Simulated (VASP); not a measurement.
# HCN (I4mm) in VASP: a series of runs, part 2 of 2

VASP 6.6.1.

### Step 3. Single point, PBE-based screened hybrid with 10 % exact exchange

POSCAR reads:

```
HCN
1.0
   -2.3160580000      2.3160580000      2.1599010000
    2.3160580000     -2.3160580000      2.1599010000
    2.3160580000      2.3160580000     -2.1599010000
N C H
1 1 1
Direct
    0.2719290000      0.2719290000      0.0000000000
    0.0036740000      0.0036740000      0.0000000000
    0.7520970000      0.7520970000      0.0000000000
```

INCAR.step1 reads:

```
SYSTEM = HCN
PREC     = Accurate       ! precision mode
ENCUT    = 1000           ! plane-wave cutoff, eV
EDIFF    = 1E-5           ! SCF threshold, eV
ISMEAR   = -1             ! smearing method
SIGMA    = 0.05           ! smearing width, eV
LREAL    = .False.        ! projectors in reciprocal space
LASPH    = .True.         ! aspherical terms in the spheres
NELM     = 120            ! most SCF steps
ALGO     = Normal         ! electronic algorithm
ISIF     = 2              ! what is computed and relaxed
LWAVE    = .True.         ! write WAVECAR
LCHARG   = .False.        ! write CHGCAR
GGA      = PE             ! functional
NBANDS   = 12             ! bands
GGA_COMPAT= .False.
```

INCAR.step2 reads:

```
SYSTEM = HCN
PREC     = Accurate       ! precision mode
ENCUT    = 1000           ! plane-wave cutoff, eV
EDIFF    = 1E-6           ! SCF threshold, eV
ISMEAR   = -1             ! smearing method
SIGMA    = 0.05           ! smearing width, eV
LREAL    = .False.        ! projectors in reciprocal space
LASPH    = .True.         ! aspherical terms in the spheres
NELM     = 120            ! most SCF steps
ALGO     = Normal         ! electronic algorithm
ISIF     = 2              ! what is computed and relaxed
LWAVE    = .False.        ! write WAVECAR
LCHARG   = .False.        ! write CHGCAR
GGA      = PE             ! functional
LHFCALC  = .True.         ! exact exchange
AEXX     = 0.1            ! exact-exchange fraction
HFSCREEN = 0.2            ! screening, 1/A
PRECFOCK = Normal       
ISTART   = 1            
NBANDS   = 12             ! bands
GGA_COMPAT= .False.
```

KPOINTS reads:

```
regular mesh
0
Gamma
  4 4 4
  0 0 0
```

Potentials or basis: VASP PAW PBE potentials, release 64 (N_h, C_h, H_h).

On the command line:

```console
$ cat potpaw_PBE.64/N_h/POTCAR potpaw_PBE.64/C_h/POTCAR potpaw_PBE.64/H_h/POTCAR > POTCAR
$ cp INCAR.step1 INCAR
$ mpirun -np 1 vasp_std > vasp.out
$ cp INCAR.step2 INCAR
$ mpirun -np 1 vasp_std > vasp.out
```

OUTCAR:

```text
SYSTEM = HCN
   PREC = Accurate
   ENCUT = 1000
   EDIFF = 1E-6
   ISMEAR = -1
   LREAL = .False.
   LASPH = .True.
   NELM = 120
   ISIF = 2
   GGA = PE
   LHFCALC = .True.
   AEXX = 0.1
   HFSCREEN = 0.2
   PRECFOCK = Normal
   ISTART = 1

 ion  position               nearest neighbor table
   1  0.272  0.272  0.000-   2 1.16
   2  0.004  0.004  0.000-   3 1.09   1 1.16
   3  0.752  0.752  0.000-   2 1.09

  LATTYP: Found a body centered tetragonal cell.
 ALAT       =     4.6321160000
 C/A-ratio  =     0.9325763863

  Lattice vectors:

 A1 = (  -2.3160580000,   2.3160580000,   2.1599010000)
 A2 = (   2.3160580000,  -2.3160580000,   2.1599010000)
 A3 = (   2.3160580000,   2.3160580000,  -2.1599010000)

Analysis of symmetry for initial positions (statically):
=====================================================================
 Subroutine PRICEL returns:
 Original cell was already a primitive cell.

 Routine SETGRP: Setting up the symmetry group for a
 body centered tetragonal supercell.

 Subroutine GETGRP returns: Found  8 space group operations
 (whereof  8 operations were pure point group operations)
 out of a pool of 16 trial point group operations.

The static configuration has the point symmetry C_4v.

Analysis of symmetry for dynamics (positions and initial velocities):
=====================================================================
 Subroutine PRICEL returns:
 Original cell was already a primitive cell.

 Routine SETGRP: Setting up the symmetry group for a
 body centered tetragonal supercell.

 Subroutine GETGRP returns: Found  8 space group operations
 (whereof  8 operations were pure point group operations)
 out of a pool of 16 trial point group operations.

The dynamic configuration has the point symmetry C_4v.

 Subroutine INISYM returns: Found  8 space group operations
 (whereof  8 operations are pure point group operations),
 and found     1 'primitive' translations

[... 119 lines left out ...]
   ENCUTFOCK=  -1.0 apply spherical cutoff to Coloumb kernel
   IVDW    =     0    specifies the selected vdW correction
   LEPSILON=     F    determine dielectric tensor
   LRPA    =     F    only Hartree local field effects (RPA)
 non-spin polarized calculation
  energy-cutoff  :     1000.00
  volume of cell :       46.34
 maximum number of plane-waves:      3338
  NGX = 32; NGY = 32; NGZ = 32

 number of electron      10.0000000 magnetization

 Free energy of the ion-electron system (eV)
  ---------------------------------------------------
  ext. energy  EPLUGINS =         0.00000000
  ---------------------------------------------------
  free energy    TOTEN  =       -21.55704815 eV

  energy without entropy =      -21.55704815  energy(sigma->0) =      -21.55704815

 E-fermi :  -3.9294     XC(G=0):  -6.3882

 val. band max:       -5.0349375839   @ k =   0.5000   0.5000   0.0000
 cond. band min:       2.3672685569   @ k =   0.5000   0.0000   0.0000
 fundamental gap:      7.4022061409
 Fermi energy:        -3.9294067596

 k-point     1 :       0.0000    0.0000    0.0000
  band No.  band energies     occupation
      1     -20.2432      2.00000
      2     -11.0474      2.00000
      3      -6.7312      2.00000
      4      -5.1039      2.00000
      5      -5.1039      2.00000
      6       3.3836      0.00000
      7       3.3836      0.00000
      8       4.7898      0.00000
      9       9.4704      0.00000
     10      11.1689      0.00000
     11      12.2647      0.00000
     12      12.2647      0.00000
[... 166 lines left out ...]
 k-point    13 :       0.5000    0.5000    0.5000
  band No.  band energies     occupation
      1     -20.0648      2.00000
      2     -11.0166      2.00000
      3      -6.8461      2.00000
      4      -5.9465      2.00000
      5      -5.9465      2.00000
      6       4.5439      0.00000
      7       4.5439      0.00000
      8       6.5164      0.00000
      9       6.7183      0.00000
     10      10.4344      0.00000
     11      10.4344      0.00000
     12      12.1252      0.00000

------------------------ aborting loop because EDIFF is reached ----------------------------------------

  FORCE on cell =-STRESS in cart. coord.  units (eV):
  Direction    XX          YY          ZZ          XY          YZ          ZX
  --------------------------------------------------------------------------------------
  -------------------------------------------------------------------------------------
  Total        0.0831742      0.0831742     -0.9966188      0.0000000      0.0000000      0.0000000
  in kB        2.8754555      2.8754555    -34.4545812      0.0000000      0.0000000      0.0000000
  external PRESSURE =      -9.5678900 kB  Pullay stress =       0.0000000 kB

 VOLUME and BASIS-vectors are now :
 -----------------------------------------------------------------------------
  energy-cutoff  :     1000.00
  volume of cell :       46.34
      direct lattice vectors                 reciprocal lattice vectors
    -2.316058000  2.316058000  2.159901000     0.000000000  0.215884058  0.231492092
     2.316058000 -2.316058000  2.159901000     0.215884058  0.000000000  0.231492092
     2.316058000  2.316058000 -2.159901000     0.215884058  0.215884058  0.000000000

 POSITION                                       TOTAL-FORCE (eV/Angst)
 -----------------------------------------------------------------------------------
      0.00000      0.00000      1.17468        -0.000000     -0.000000     -0.822315
      0.00000      0.00000      0.01587         0.000000      0.000000      0.847096
      0.00000      0.00000      3.24891        -0.000000     -0.000000     -0.024781
 -----------------------------------------------------------------------------------
    total drift:                               -0.000003     -0.000002     -0.000262

  FREE ENERGIE OF THE ION-ELECTRON SYSTEM (eV)
  ---------------------------------------------------
  free  energy   TOTEN  =       -21.5570481540 eV

  energy  without entropy=      -21.5570481540  energy(sigma->0) =      -21.55704815
```

OSZICAR.step1:

```text
N       E                     dE             d eps       ncg     rms          rms(c)
DAV:   1     0.519905180455E+02    0.51991E+02   -0.66629E+03   312   0.120E+03
DAV:   2    -0.146215375810E+02   -0.66612E+02   -0.64240E+02   448   0.175E+02
DAV:   3    -0.219146826800E+02   -0.72931E+01   -0.72588E+01   380   0.639E+01
DAV:   4    -0.219967201012E+02   -0.82037E-01   -0.82017E-01   352   0.802E+00
DAV:   5    -0.219977426128E+02   -0.10225E-02   -0.10225E-02   392   0.869E-01    0.780E+00
DAV:   6    -0.203988345270E+02    0.15989E+01   -0.41386E+00   360   0.109E+01    0.389E+00
DAV:   7    -0.201288649008E+02    0.26997E+00   -0.10905E+00   348   0.603E+00    0.178E+00
DAV:   8    -0.200840521749E+02    0.44813E-01   -0.20234E-01   380   0.272E+00    0.701E-01
DAV:   9    -0.200828885057E+02    0.11637E-02   -0.14864E-02   316   0.967E-01    0.124E-01
DAV:  10    -0.200831195715E+02   -0.23107E-03   -0.12402E-03   380   0.272E-01    0.582E-02
DAV:  11    -0.200832623465E+02   -0.14278E-03   -0.39238E-04   312   0.151E-01    0.201E-02
DAV:  12    -0.200832657533E+02   -0.34067E-05   -0.38447E-05   356   0.492E-02
   1 F= -.20083266E+02 E0= -.20083266E+02  d E =-.190366E-10
```

Wall time 3.5 min (1 thread of Intel Xeon Platinum 8488C (Sapphire Rapids), shared host); peak memory 0.36 GiB.

Results:

- Free energy: -21.5570 eV
- Pressure: -1.0 GPa
- Largest force: 0.847 eV/Å
- Band gap on the k mesh: 7.40 eV (least direct gap 7.76 eV)

Forces on the atoms (eV/Å):
```
N    0.000  0.000 -0.822
C    0.000  0.000  0.847
H    0.000  0.000 -0.025
```

Stress tensor (GPa, compression positive):
```
 0.29  0.00  0.00
 0.00  0.29  0.00
 0.00  0.00 -3.45
```

Levels at points of the mesh, in eV from the valence-band top:
```
           k point  band 2  band 3  band 4  band 5  band 6  band 7  band 8  band 9
(0.00, 0.00, 0.00)   -6.01   -1.70   -0.07   -0.07    8.42    8.42    9.82   14.51
(0.50, 0.00, 0.00)   -6.59   -0.79   -0.38   -0.36    7.40    8.05   11.63   13.31
(0.50, 0.50, 0.00)   -5.97   -1.74   -1.25    0.00    7.98    9.55   12.39   13.35
(0.50, 0.50, 0.50)   -5.98   -1.81   -0.91   -0.91    9.58    9.58   11.55   11.75
```

Caveat: the k points lie up to 0.50 Å⁻¹ apart; this functional lacks dispersion, which holds the molecules together, so the pressure and a relaxed volume are unreliable; the PAW data sets were made with another functional, which shifts forces and pressure a little.

### Step 4. Single point, PBE

INCAR reads:

```
PREC = Accurate ; ENCUT = 1330
EDIFF = 1E-6 ; ISMEAR = -1
SIGMA = 0.05 ; LREAL = False
LASPH = True ; NELM = 120
ALGO = Normal ; ISIF = 2
LWAVE = False ; LCHARG = False
GGA = PE ; NBANDS = 12
GGA_COMPAT = False
```

KPOINTS reads:

```
regular mesh
0
Gamma
  8 8 8
```

POSCAR is that of step 3.

On the command line:

```console
$ cat potpaw_PBE.64/N_h/POTCAR potpaw_PBE.64/C_h/POTCAR potpaw_PBE.64/H_h/POTCAR > POTCAR
$ mpirun -np 1 vasp_std > vasp.out
```

Run time: 46 s. Hardware: 1 thread of Intel Xeon 6975P-C (Granite Rapids), shared host; peak memory 0.39 GiB.

It converged, with:

```
Free energy            : -20.0855 eV
Pressure               : 0.0 GPa
Largest force          : 0.374 eV/Å
Band gap on the k mesh : 6.77 eV (least direct gap 7.06 eV)
```

Forces in eV/Å, atoms in the order of the input:
```
N    0.000  0.000 -0.244
C    0.000  0.000  0.374
H    0.000  0.000 -0.130
```

Stress tensor (GPa, compression positive):
```
 0.30  0.00  0.00
 0.00  0.30  0.00
 0.00  0.00 -0.72
```

Levels at points of the mesh, in eV from the valence-band top:
```
           k point  band 1  band 2  band 3  band 4  band 5  band 6  band 7  band 8  band 9  band 10
(0.00, 0.00, 0.00)  -14.58   -5.78   -1.48   -0.07   -0.07    7.69    7.69    9.30   13.72    15.63
(0.50, 0.00, 0.00)  -14.44   -6.32   -0.67   -0.36   -0.28    6.77    7.37   10.92   12.70    14.37
(0.50, 0.50, 0.00)  -14.48   -5.73   -1.52   -1.21    0.00    7.29    8.77   11.79   12.62    13.50
(0.50, 0.50, 0.50)  -14.41   -5.74   -1.60   -0.88   -0.88    8.79    8.79   11.06   11.11    14.84
```

Caveat: this functional lacks dispersion, which holds the molecules together, so the pressure and a relaxed volume are unreliable; this functional lacks dispersion, which binds layers or chains, so the pressure and a relaxed spacing across them are unreliable. A k mesh can miss the band edges.

### Step 5. Overview

```tsv
level	k mesh	cutoff (eV)	grid for exact exchange (PRECFOCK)	share of exact exchange	screening parameter	gap on the mesh (eV)	pressure (GPa)	largest force (eV/Å)
PBE-based screened hybrid with 5 % exact exchange	4 × 4 × 4	1000	Normal	0.05	0.2 1/Å	7.09	-0.5	0.61
PBE-based screened hybrid with 10 % exact exchange	4 × 4 × 4	1000	Normal	0.1	0.2 1/Å	7.40	-1.0	0.85
PBE	8 × 8 × 8	1330	-	-	-	6.77	0.0	0.37
```

Alike in all rows: task single point; potentials or basis VASP PAW PBE potentials, release 64 (N_h, C_h, H_h); no spin polarisation; cell as given; smearing fermi-dirac 0.05 eV.

Caveats: some runs use coarse meshes; this functional lacks dispersion, which holds the molecules together, so the pressure and a relaxed volume are unreliable; the PAW data sets were made with another functional, which shifts forces and pressure a little (at least some runs); this functional lacks dispersion, which binds layers or chains, so the pressure and a relaxed spacing across them are unreliable (at least some runs).

Absolute energies hang on the potentials; compare differences alone.
